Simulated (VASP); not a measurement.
Wanted: the native input for a VASP 6.6.1 run.

| Property | Result |
| --- | --- |
| Task | single point |
| Functional | PBE |
| Dispersion | D3(BJ) |
| Potentials or basis | VASP PAW PBE potentials, release 64 (Si, Ge_d) |
| Cutoff | 520 eV |
| k mesh | 2 × 2 × 2 |
| Occupations | fermi-dirac, width 0.05 eV |
| Spin | no spin polarisation |
| Dipole correction | no |
| Further INCAR settings | LREAL = Auto; ALGO = Normal; EDIFF = 1e-07; NBANDS = 53 |

The structure of Si16Ge (a cell with a defect) lies in POSCAR:

```
Si16Ge
1.0
    0.0000000000      5.4300000000      5.4300000000
    5.4300000000      0.0000000000      5.4300000000
    5.4300000000      5.4300000000      0.0000000000
Si Ge
16 1
Direct
    0.0253775322     -0.0658563536      0.0160773481
    0.1522467772      0.0604788214      0.1239594843
    0.0371178637     -0.0851657459      0.4937108656
    0.1685267035      0.0119337017      0.6538858195
    0.0953867403      0.4597513812     -0.0294567219
    0.2327716390      0.5678545120      0.0991252302
    0.0740055249      0.4031583794      0.4933977901
    0.1910589319      0.5629373849      0.5953499079
    0.5561694291     -0.0984162063     -0.0352302026
    0.6945488029      0.0106998158      0.0803867403
    0.6083333333     -0.0812799263      0.4566574586
    0.6650828729      0.0731860037      0.5967403315
    0.6130294659      0.3941528545     -0.0369705341
    0.7343093923      0.5265377532      0.1115285451
    0.5711970534      0.4444567219      0.4666850829
    0.6711970534      0.5554511971      0.6075506446
    0.2804327808      0.1750368324      0.2789594843
```

These files were run (other wordings do the same):

INCAR

```
  PREC = Accurate
  ENCUT = 520
  EDIFF = 1E-7
  ISMEAR = -1
  SIGMA = 0.05
  LREAL = Auto
  LASPH = True
  NELM = 60
  ALGO = Normal
  ISIF = 2
  LWAVE = False
  LCHARG = False
  GGA = PE
  IVDW = 12
  NBANDS = 53
```

KPOINTS

```
Automatic mesh
0
Gamma
  2 2 2
```

Potentials or basis: VASP PAW PBE potentials, release 64 (Si, Ge_d).

Run with:

```sh
$ cat potpaw_PBE.64/Si/POTCAR potpaw_PBE.64/Ge_d/POTCAR > POTCAR
$ mpirun -np 1 vasp_std > vasp.out
```

It gave:

```
Pressure                   : 3.3 GPa
Largest force              : 2.423 eV/Å
Band gap on the k mesh     : zero (band 39 reaches 7.03 eV, above the bottom of band 40 at 6.61 eV)
Dispersion energy per atom : -0.333 eV
```

Caveat: the k points lie up to 0.50 Å⁻¹ apart.

Run time: 2 min on 1 thread of Intel(R) Xeon(R) 6975P-C (Granite Rapids) (shared host), peak memory 0.49 GiB.
